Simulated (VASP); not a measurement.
# AlN (R3m) in VASP: notebook

The runs below take AlN through single point, with PBEsol.

All numbers are computed with VASP 6.6.1; they aren't measurements. Logs are shortened: lines on timing, memory, paths and dates and some standing lists are left out, and cuts for length are marked.

## 1. The cell of the first run

It takes space group R3m (No. 160, trigonal). The conventional cell has a = 2.588 Å, b = 2.588 Å, c = 10.776 Å, α = 90.00°, β = 90.00°, γ = 120.00°. Within 2.3 Å of Al (site symmetry 3m) lie 3 N at 1.74 Å. Within 2.3 Å of N (site symmetry 3m) lie 3 Al at 1.74 Å.

## 2. Single point, PBEsol

The input, INCAR:

```
SYSTEM = AlN
ALGO = Normal
EDIFF = 1E-7
ENCUT = 520
GGA = PS
ISIF = 2
ISMEAR = 0
LASPH = .TRUE.
LCHARG = .FALSE.
LREAL = .FALSE.
LWAVE = .FALSE.
NBANDS = 11
NELM = 100
PREC = Accurate
SIGMA = 0.05
```

The input, KPOINTS:

```
k-points
0
G
  10 10 10
  0 0 0
```

The input, POSCAR:

```
AlN
1.0
    0.8539684525      2.6839008507      2.6839008507
    2.6839008507      0.8539684525      2.6839008507
    2.6839008507      2.6839008507      0.8539684525
Al N
1 1
Direct
    0.0000000000      0.0000000000      0.0000000000
    0.7500000000      0.7500000000      0.7500000000
```

Potentials or basis: VASP PAW PBE potentials, release 64 (Al, N).

Run with:

```console
cat potpaw_PBE.64/Al/POTCAR potpaw_PBE.64/N/POTCAR > POTCAR
mpirun -np 1 vasp_std > vasp.out
```

OUTCAR:

```text
SYSTEM = AlN
   EDIFF = 1E-7
   ENCUT = 520
   GGA = PS
   ISIF = 2
   ISMEAR = 0
   LASPH = .TRUE.
   LREAL = .FALSE.
   NELM = 100
   PREC = Accurate

 ion  position               nearest neighbor table
   1  0.000  0.000  0.000-   2 1.74   2 1.74   2 1.74
   2  0.750  0.750  0.750-   1 1.74   1 1.74   1 1.74

  LATTYP: Found a trigonal (rhomboedric) cell.
 ALAT       =     3.8904896441
 COS(alpha) =     0.7787610619

  Lattice vectors:

 A1 = (   0.8539684525,   2.6839008507,   2.6839008507)
 A2 = (   2.6839008507,   0.8539684525,   2.6839008507)
 A3 = (   2.6839008507,   2.6839008507,   0.8539684525)

Analysis of symmetry for initial positions (statically):
=====================================================================
 Subroutine PRICEL returns:
 Original cell was already a primitive cell.

 Routine SETGRP: Setting up the symmetry group for a
 trigonal (rhombohedral) supercell.

 Subroutine GETGRP returns: Found  6 space group operations
 (whereof  6 operations were pure point group operations)
 out of a pool of 12 trial point group operations.

The static configuration has the point symmetry C_3v.

Analysis of symmetry for dynamics (positions and initial velocities):
=====================================================================
 Subroutine PRICEL returns:
 Original cell was already a primitive cell.

 Routine SETGRP: Setting up the symmetry group for a
 trigonal (rhombohedral) supercell.

 Subroutine GETGRP returns: Found  6 space group operations
 (whereof  6 operations were pure point group operations)
 out of a pool of 12 trial point group operations.

The dynamic configuration has the point symmetry C_3v.

 Subroutine INISYM returns: Found  6 space group operations
 (whereof  6 operations are pure point group operations),
 and found     1 'primitive' translations

----------------------------------------------------------------------------------------

                                     Primitive cell

  volume of cell :      20.8345

  direct lattice vectors                    reciprocal lattice vectors
     0.853968452  2.683900851  2.683900851    -0.310736862  0.235731413  0.235731413
     2.683900851  0.853968452  2.683900851     0.235731413 -0.310736862  0.235731413
     2.683900851  2.683900851  0.853968452     0.235731413  0.235731413 -0.310736862

  length of vectors
     3.890489644  3.890489644  3.890489644     0.455736761  0.455736761  0.455736761

  position of ions in fractional coordinates (direct lattice)
     0.000000000  0.000000000  0.000000000
     0.750000000  0.750000000  0.750000000

  ion indices of the primitive-cell ions
   primitive index   ion index
                 1           1
                 2           2

----------------------------------------------------------------------------------------

 KPOINTS: k-points

Automatic generation of k-mesh.
 Grid dimensions read from file:
 generate k-points for:   10   10   10

 Generating k-lattice:

  Cartesian coordinates                     Fractional coordinates (reciprocal lattice)
    -0.031073686  0.023573141  0.023573141     0.100000000  0.000000000  0.000000000
     0.023573141 -0.031073686  0.023573141     0.000000000  0.100000000  0.000000000
     0.023573141  0.023573141 -0.031073686     0.000000000  0.000000000  0.100000000

  Length of vectors
     0.045573676  0.045573676  0.045573676

  Shift w.r.t. Gamma in fractional coordinates (k-lattice)
     0.000000000  0.000000000  0.000000000

 Subroutine IBZKPT returns following result:
 ===========================================

 Found    116 irreducible k-points:

 Following reciprocal coordinates:
            Coordinates               Weight
  0.000000  0.000000  0.000000      1.000000
  0.100000  0.000000  0.000000      6.000000
  0.200000  0.000000  0.000000      6.000000
  0.300000  0.000000  0.000000      6.000000
  0.400000  0.000000  0.000000      6.000000
  0.500000 -0.000000 -0.000000      3.000000
[... 16 lines left out ...]
  0.300000  0.300000  0.000000      6.000000
  0.400000  0.300000  0.000000     12.000000
 [... further k-points ...]
   k-points           NKPTS =    116   k-points in BZ     NKDIM =    116   number of bands    NBANDS=     11
   number of dos      NEDOS =    301   number of ions     NIONS =      2
   total plane-waves  NPLWV =  27000
   dimension x,y,z NGX =    30 NGY =   30 NGZ =   30
   dimension x,y,z NGXF=    60 NGYF=   60 NGZF=   60
   ions per type =               1   1
   NGX,Y,Z   is equivalent  to a cutoff of  12.82, 12.82, 12.82 a.u.
   NGXF,Y,Z  is equivalent  to a cutoff of  25.64, 25.64, 25.64 a.u.
 SYSTEM =  AlN
   PREC   = accura    normal or accurate (medium, high low for compatibility)
   ISTART =      0    job   : 0-new  1-cont  2-samecut
   ICHARG =      2    charge: 1-file 2-atom 10-const
   ISPIN  =      1    spin polarized calculation?
   LNONCOLLINEAR =      F non collinear calculations
   LSORBIT =      F    spin-orbit coupling
   LASPH  =      T    aspherical Exc in radial PAW
   ENCUT  =  520.0 eV  38.22 Ry    6.18 a.u.   7.23  7.23  7.23*2*pi/ulx,y,z
   NELM   =    100;   NELMIN=  2; NELMDL= -5     # of ELM steps
   EDIFF  = 0.1E-06   stopping-criterion for ELM
   LREAL  =      F    real-space projection
   EDIFFG = 0.1E-05   stopping-criterion for IOM
   NSW    =      0    number of steps for IOM
   IBRION =     -1    ionic relax: 0-MD 1-quasi-New 2-CG
   NFREE  =      0    steps in history (QN), initial steepest desc. (CG)
   ISIF   =      2    stress and relaxation
   ISYM   =      2    0-nonsym 1-usesym 2-fastsym
   POTIM  = 0.5000    time-step for ionic-motion
   TEBEG  =    0.0;   TEEND  =   0.0 temperature during run
   PSTRESS=    0.0 pullay stress
   NELECT =       8.0000    total number of electrons
   NUPDOWN=      -1.0000    fix difference up-down
   EMIN   =  10.00;   EMAX   =-10.00  energy-range for DOS
   EFERMI =   0.00;   METHOD = LEGACY
   ISMEAR =     0;   SIGMA  =   0.05  broadening in eV -4-tet -1-fermi 0-gaus
   EFERMI_NEDOS =   21; number of points for ismear=-14 and -15
   IALGO  =     38    algorithm
   IMIX   =      4    mixing-type and parameters
     AMIX     =   0.40;   BMIX     =  1.00
     AMIX_MAG =   1.60;   BMIX_MAG =  1.00
  volume/ion in A,a.u.               =      10.42        70.30
  Fermi-wavevector in a.u.,A,eV,Ry     =   1.189899  2.248583 19.263943  1.415860
  Thomas-Fermi vector in A             =   2.325996
   LORBIT       =      0    0 simple, 1 ext, 2 COOP (PROOUT), +10 PAW based schemes
   GGA     = PS    functional components
   LHFCALC =     F    Hartree Fock is set to
   AEXX    =    0.0000 exact exchange contribution
   IVDW    =     0    specifies the selected vdW correction
   LEPSILON=     F    determine dielectric tensor
   LRPA    =     F    only Hartree local field effects (RPA)
 non-spin polarized calculation
 Gauss-broadening in eV      SIGMA  =   0.05
  energy-cutoff  :      520.00
  volume of cell :       20.83
 maximum number of plane-waves:       572
 NGX is ok and might be reduce to    30
   NGX = 15   NGY = 15   NGZ = 15

 number of electron       8.0000000 magnetization

 Free energy of the ion-electron system (eV)
  ---------------------------------------------------
  ext. energy  EPLUGINS =         0.00000000
  ---------------------------------------------------
  free energy    TOTEN  =       -11.52071894 eV

  energy without entropy =      -11.51963349  energy(sigma->0) =      -11.52017622

 E-fermi :   7.1989     XC(G=0): -11.0541

 val. band max:        7.1716058434   @ k =   0.3000   0.1000   0.1000
 cond. band min:       7.3116108649   @ k =   0.2000   0.2000   0.1000
 fundamental gap:      0.1400050215
 Fermi energy:         7.1988772443

 k-point     1 :       0.0000    0.0000    0.0000
  band No.  band energies     occupation
      1      -9.8797      2.00000
      2       2.5584      2.00000
      3       4.4435      2.00000
      4       7.7008      0.00000
      5       7.7008      0.00000
      6      19.3806      0.00000
      7      21.8440      0.00000
      8      23.7352      0.00000
      9      23.7352      0.00000
     10      25.8626      0.00000
     11      25.8626      0.00000

 k-point     2 :       0.1000    0.0000    0.0000
  band No.  band energies     occupation
      1      -9.6668      2.00000
      2       2.6223      2.00000
      3       4.7032      2.00000
      4       7.0642      1.99986
      5       7.5447      0.00000
      6      19.0990      0.00000
      7      21.4648      0.00000
      8      23.0610      0.00000
      9      23.3649      0.00000
     10      24.9475      0.00000
     11      25.9094      0.00000

 k-point     3 :       0.2000    0.0000    0.0000
  band No.  band energies     occupation
      1      -9.0537      2.00000
      2       2.8396      2.00000
      3       4.6209      2.00000
      4       6.3931      2.00000
      5       7.1627      1.69386
      6      17.1578      0.00000
      7      20.6894      0.00000
      8      22.0016      0.00000
      9      22.2018      0.00000
     10      24.6710      0.00000
     11      27.0471      0.00000

 k-point     4 :       0.3000    0.0000    0.0000
  band No.  band energies     occupation
      1      -8.1350      2.00000
      2       2.4304      2.00000
      3       3.8188      2.00000
      4       6.7347      2.00000
      5       7.3973      0.00000
      6      14.6610      0.00000
      7      18.5498      0.00000
      8      21.0947      0.00000
      9      21.7735      0.00000
     10      25.2557      0.00000
     11      26.5926      0.00000

 k-point     5 :       0.4000    0.0000    0.0000
  band No.  band energies     occupation
      1      -7.1564      2.00000
      2       0.8779      2.00000
      3       4.3049      2.00000
      4       6.4173      2.00000
      5       8.7973      0.00000
      6      12.3896      0.00000
      7      17.0627      0.00000
      8      20.3825      0.00000
      9      21.4323      0.00000
     10      24.4390      0.00000
     11      27.4224      0.00000
[... 211 lines left out ...]
 k-point    21 :      -0.3000    0.2000    0.0000
  band No.  band energies     occupation
      1      -6.8155      2.00000
      2       1.3419      2.00000
      3       4.3095      2.00000
      4       4.9184      2.00000
      5       9.1266      0.00000
      6      12.5174      0.00000
      7      15.4839      0.00000
      8      19.4977      0.00000
      9      23.4645      0.00000
     10      25.7772      0.00000
     11      27.5264      0.00000

 k-point    22 :      -0.2000    0.2000    0.0000
  band No.  band energies     occupation
      1      -7.6774      2.00000
      2       2.3845      2.00000
      3       4.2729      2.00000
      4       5.4740      2.00000
      5       7.6049      0.00000
      6      14.3635      0.00000
      7      16.4601      0.00000
      8      20.2715      0.00000
      9      23.7646      0.00000
     10      24.2970      0.00000
     11      28.0157      0.00000

 k-point    23 :       0.3000    0.3000    0.0000
  band No.  band energies     occupation
      1      -8.0536      2.00000
      2       2.3113      2.00000
      3       3.1248      2.00000
      4       6.6656      2.00000
      5       8.3472      0.00000
      6      14.3040      0.00000
      7      18.6862      0.00000
      8      21.8228      0.00000
      9      22.1317      0.00000
     10      25.1075      0.00000
     11      27.8921      0.00000

 k-point    24 :       0.4000    0.3000    0.0000
  band No.  band energies     occupation
      1      -7.4224      2.00000
      2       1.9252      2.00000
      3       3.0894      2.00000
      4       5.8797      2.00000
      5       8.7736      0.00000
      6      13.8059      0.00000
      7      17.8139      0.00000
      8      21.3366      0.00000
      9      21.7991      0.00000
     10      24.9930      0.00000
     11      28.0140      0.00000

 [... further k-points ...]
[... 5 lines left out ...]
  --------------------------------------------------------------------------------------
  -------------------------------------------------------------------------------------
  Total        7.0597017      7.0597017      7.0597017     -5.6783065     -5.6783065     -5.6783065
  in kB      542.8912963    542.8912963    542.8912963   -436.6619546   -436.6619546   -436.6619546
  external PRESSURE =     542.8912963 kB  Pullay stress =       0.0000000 kB

 VOLUME and BASIS-vectors are now :
 -----------------------------------------------------------------------------
  energy-cutoff  :      520.00
  volume of cell :       20.83
      direct lattice vectors                 reciprocal lattice vectors
     0.853968452  2.683900851  2.683900851    -0.310736862  0.235731413  0.235731413
     2.683900851  0.853968452  2.683900851     0.235731413 -0.310736862  0.235731413
     2.683900851  2.683900851  0.853968452     0.235731413  0.235731413 -0.310736862

 POSITION                                       TOTAL-FORCE (eV/Angst)
 -----------------------------------------------------------------------------------
      0.00000      0.00000      0.00000        -0.247583     -0.247583     -0.247583
      4.66633      4.66633      4.66633         0.247583      0.247583      0.247583
 -----------------------------------------------------------------------------------
    total drift:                                0.000084      0.000084      0.000084

  FREE ENERGIE OF THE ION-ELECTRON SYSTEM (eV)
  ---------------------------------------------------
  free  energy   TOTEN  =       -11.5207189388 eV

  energy  without entropy=      -11.5196334935  energy(sigma->0) =      -11.52017622
```

Run time: 57 s. Hardware: 1 thread of Intel Xeon 6975P-C, shared host; peak memory 0.17 GiB.

What came out:

```
Free energy            : -11.5207 eV
Pressure               : 54.3 GPa
Largest force          : 0.429 eV/Å
Band gap on the k mesh : zero (band 4 reaches 7.70 eV, above the bottom of band 5 at 6.72 eV)
```

Forces in eV/Å, atoms in the order of the input:
```
Al  -0.248 -0.248 -0.248
N    0.248  0.248  0.248
```

Caveat: the PAW data sets were made with another functional, which shifts forces and pressure a little.

(Part 1 of 2 ends here.)
